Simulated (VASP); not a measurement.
# Sr2C (Fm-3m) in VASP: single point with HSE06

Aim: the single point of Sr2C with HSE06.

Everything below comes from runs of VASP 6.6.1. Logs are shortened: lines on timing, memory, paths and dates and some standing lists are left out, and cuts for length are marked.

**1. The cell of the first run**

The structure is cubic, space group Fm-3m (No. 225). The conventional cell has a = 6.614 Å, b = 6.614 Å, c = 6.614 Å, α = 90.00°, β = 90.00°, γ = 90.00°. C (site symmetry m-3m) has 8 Sr at 2.86 Å within 3.8 Å. Sr (site symmetry -43m) has 4 C at 2.86 Å and 6 Sr at 3.31 Å within 3.8 Å.

**2. Single point, HSE06 (strain -1.6%)**

POSCAR reads:

```
Sr2C
1.0
    0.0000000000      3.3070522066      3.3070522066
    3.3070522066      0.0000000000      3.3070522066
    3.3070522066      3.3070522066      0.0000000000
C Sr
1 2
Direct
    0.0000000000      0.0000000000      0.0000000000
    0.2500000000      0.2500000000      0.2500000000
    0.7500000000      0.7500000000      0.7500000000
```

INCAR.step1 reads:

```
  PREC = Accurate
  ENCUT = 520
  EDIFF = 1E-5
  ISMEAR = -1
  SIGMA = 0.02
  LREAL = False
  LASPH = True
  NELM = 100
  ALGO = Normal
  ISIF = 2
  LWAVE = True
  LCHARG = False
  GGA = PE
  NBANDS = 19
```

INCAR.step2 reads:

```
  PREC = Accurate
  ENCUT = 520
  EDIFF = 1E-6
  ISMEAR = -1
  SIGMA = 0.02
  LREAL = False
  LASPH = True
  NELM = 100
  ALGO = Normal
  ISIF = 2
  LWAVE = False
  LCHARG = False
  GGA = PE
  LHFCALC = True
  HFSCREEN = 0.2079
  PRECFOCK = Normal
  ISTART = 1
  NBANDS = 19
```

KPOINTS reads:

```
regular mesh
0
Gamma
  4 4 4
```

Potentials or basis: VASP PAW PBE potentials, release 64 (C, Sr_sv).

Started as:

```
cat potpaw_PBE.64/C/POTCAR potpaw_PBE.64/Sr_sv/POTCAR > POTCAR
cp INCAR.step1 INCAR
mpirun -np 1 vasp_std > vasp.out
cp INCAR.step2 INCAR
mpirun -np 1 vasp_std > vasp.out
```

OUTCAR:

```text
PREC = Accurate
   ENCUT = 520
   EDIFF = 1E-6
   ISMEAR = -1
   LREAL = False
   LASPH = True
   NELM = 100
   ISIF = 2
   GGA = PE
   LHFCALC = True
   HFSCREEN = 0.2079
   PRECFOCK = Normal
   ISTART = 1

 ion  position               nearest neighbor table
   1  0.000  0.000  0.000-   3 2.86   3 2.86   3 2.86   2 2.86   3 2.86   2 2.86   2 2.86   2 2.86

   2  0.250  0.250  0.250-   1 2.86   1 2.86   1 2.86   1 2.86   3 3.31   3 3.31   3 3.31   3 3.31
                             3 3.31   3 3.31
   3  0.750  0.750  0.750-   1 2.86   1 2.86   1 2.86   1 2.86   2 3.31   2 3.31   2 3.31   2 3.31
                             2 3.31   2 3.31

  LATTYP: Found a face centered cubic cell.
 ALAT       =     6.6141044132

  Lattice vectors:

 A1 = (   0.0000000000,   3.3070522066,   3.3070522066)
 A2 = (   3.3070522066,   0.0000000000,   3.3070522066)
 A3 = (   3.3070522066,   3.3070522066,   0.0000000000)

Analysis of symmetry for initial positions (statically):
=====================================================================
 Subroutine PRICEL returns:
 Original cell was already a primitive cell.

 Routine SETGRP: Setting up the symmetry group for a
 face centered cubic supercell.

 Subroutine GETGRP returns: Found 48 space group operations
 (whereof 48 operations were pure point group operations)
 out of a pool of 48 trial point group operations.

The static configuration has the point symmetry O_h .

Analysis of symmetry for dynamics (positions and initial velocities):
=====================================================================
 Subroutine PRICEL returns:
 Original cell was already a primitive cell.

 Routine SETGRP: Setting up the symmetry group for a
 face centered cubic supercell.

 Subroutine GETGRP returns: Found 48 space group operations
 (whereof 48 operations were pure point group operations)
 out of a pool of 48 trial point group operations.

The dynamic configuration has the point symmetry O_h .

 Subroutine INISYM returns: Found 48 space group operations
 (whereof 48 operations are pure point group operations),
 and found     1 'primitive' translations

----------------------------------------------------------------------------------------

                                     Primitive cell
[... 79 lines left out ...]
   NSW    =      0    number of steps for IOM
   IBRION =     -1    ionic relax: 0-MD 1-quasi-New 2-CG
   NFREE  =      0    steps in history (QN), initial steepest desc. (CG)
   ISIF   =      2    stress and relaxation
   ISYM   =      3    0-nonsym 1-usesym 2-fastsym
   POTIM  = 0.5000    time-step for ionic-motion
   TEBEG  =    0.0;   TEEND  =   0.0 temperature during run
   PSTRESS=    0.0 pullay stress
   NELECT =      24.0000    total number of electrons
   NUPDOWN=      -1.0000    fix difference up-down
   EMIN   =  10.00;   EMAX   =-10.00  energy-range for DOS
   EFERMI =   0.00;   METHOD = LEGACY
   ISMEAR =    -1;   SIGMA  =   0.02  broadening in eV -4-tet -1-fermi 0-gaus
   EFERMI_NEDOS =   21; number of points for ismear=-14 and -15
   IALGO  =     38    algorithm
   IMIX   =      1    mixing-type and parameters
     AMIX     =   0.40;   BMIX     =  1.00
     AMIX_MAG =   1.60;   BMIX_MAG =  1.00
  volume/ion in A,a.u.               =      24.11       162.72
  Fermi-wavevector in a.u.,A,eV,Ry     =   1.133342  2.141705 17.476185  1.284463
  Thomas-Fermi vector in A             =   2.270044
   LORBIT       =      0    0 simple, 1 ext, 2 COOP (PROOUT), +10 PAW based schemes
   GGA     = PE    functional components
   LHFCALC =     T    Hartree Fock is set to
   PRECFOCK=normal    Normal, Fast or Accurate (Low or Medium for compatibility)
   ENCUT4O =  -1.0   cutoff for four orbital integrals eV
   NKREDX  =     1    reduce k-point grid by
   NKREDY  =     1    reduce k-point grid by
   NKREDZ  =     1    reduce k-point grid by
   AEXX    =    0.2500 exact exchange contribution
   HFSCREEN=    0.2079 screening length (either q_TF or 0.3 A-1)
   HFSCREENC=   0.2079 screening length for correlation (either q_TF or 0.3 A-1)
   ENCUTFOCK=  -1.0 apply spherical cutoff to Coloumb kernel
   IVDW    =     0    specifies the selected vdW correction
   LEPSILON=     F    determine dielectric tensor
   LRPA    =     F    only Hartree local field effects (RPA)
 non-spin polarized calculation
  energy-cutoff  :      520.00
  volume of cell :       72.34
 maximum number of plane-waves:      1964
 NGX is ok and might be reduce to    36
  NGX = 28; NGY = 28; NGZ = 28

 number of electron      24.0000001 magnetization

 Free energy of the ion-electron system (eV)
  ---------------------------------------------------
  ext. energy  EPLUGINS =         0.00000000
  ---------------------------------------------------
  free energy    TOTEN  =       -11.73567159 eV

  energy without entropy =      -11.73566292  energy(sigma->0) =      -11.73566725

 E-fermi :   3.1299     XC(G=0):  -7.7486

 val. band max:        2.9472907155   @ k =   0.5000   0.5000   0.0000
 cond. band min:       3.2970895253   @ k =   0.5000   0.5000   0.0000
 fundamental gap:      0.3497988098
 Fermi energy:         3.1298696046

 k-point     1 :       0.0000    0.0000    0.0000
  band No.  band energies     occupation
      1     -35.0284      2.00000
      2     -34.6859      2.00000
      3     -16.0347      2.00000
      4     -16.0347      2.00000
      5     -16.0347      2.00000
      6     -15.2691      2.00000
[... 153 lines left out ...]
      6     -15.7186      2.00000
[... 11 lines left out ...]
     18       8.2336      0.00000
     19      10.4113      0.00000

------------------------ aborting loop because EDIFF is reached ----------------------------------------

  FORCE on cell =-STRESS in cart. coord.  units (eV):
  Direction    XX          YY          ZZ          XY          YZ          ZX
  --------------------------------------------------------------------------------------
  -------------------------------------------------------------------------------------
  Total        1.1463887      1.1463887      1.1463887      0.0000000     -0.0000000      0.0000000
  in kB       25.3915568     25.3915568     25.3915568      0.0000000     -0.0000000      0.0000000
  external PRESSURE =      25.3915568 kB  Pullay stress =       0.0000000 kB

 VOLUME and BASIS-vectors are now :
 -----------------------------------------------------------------------------
  energy-cutoff  :      520.00
  volume of cell :       72.34
      direct lattice vectors                 reciprocal lattice vectors
     0.000000000  3.307052207  3.307052207    -0.151192049  0.151192049  0.151192049
     3.307052207  0.000000000  3.307052207     0.151192049 -0.151192049  0.151192049
     3.307052207  3.307052207  0.000000000     0.151192049  0.151192049 -0.151192049

 POSITION                                       TOTAL-FORCE (eV/Angst)
 -----------------------------------------------------------------------------------
      0.00000      0.00000      0.00000        -0.000000      0.000000     -0.000000
      1.65353      1.65353      1.65353        -0.000000     -0.000000     -0.000000
      4.96058      4.96058      4.96058         0.000000      0.000000      0.000000
 -----------------------------------------------------------------------------------
    total drift:                                0.000000      0.000001      0.000001

  FREE ENERGIE OF THE ION-ELECTRON SYSTEM (eV)
  ---------------------------------------------------
  free  energy   TOTEN  =       -11.7356715857 eV

  energy  without entropy=      -11.7356629223  energy(sigma->0) =      -11.73566725
```

Wall time 28 min (1 thread of Intel Xeon Platinum 8375C at 2.90GHz (Ice Lake), shared host); peak memory 0.32 GiB.

Results:

```yaml
Free_energy: -11.7357 eV
Pressure: 2.5 GPa
Band_gap_on_the_k_mesh: 0.35 eV
```

Levels at points of the mesh, in eV from the valence-band top:
| k point | band 8 | band 9 | band 10 | band 11 | band 12 | band 13 | band 14 | band 15 | band 16 | band 17 |
| --- | --- | --- | --- | --- | --- | --- | --- | --- | --- | --- |
| (0.00, 0.00, 0.00) | -18.22 | -9.45 | -1.67 | -1.67 | -1.67 | 0.49 | 2.05 | 2.05 | 6.39 | 6.39 |
| (0.50, 0.00, 0.00) | -18.63 | -8.80 | -1.81 | -0.70 | -0.70 | 2.71 | 3.52 | 3.52 | 4.60 | 5.59 |
| (0.50, 0.50, 0.00) | -18.00 | -8.72 | -2.23 | 0.00 | 0.00 | 0.35 | 2.95 | 3.18 | 5.71 | 5.71 |

Caveat: the cell differs from its parent crystal (strain -1.6%); the PAW data sets were made with another functional, which shifts forces and pressure a little.
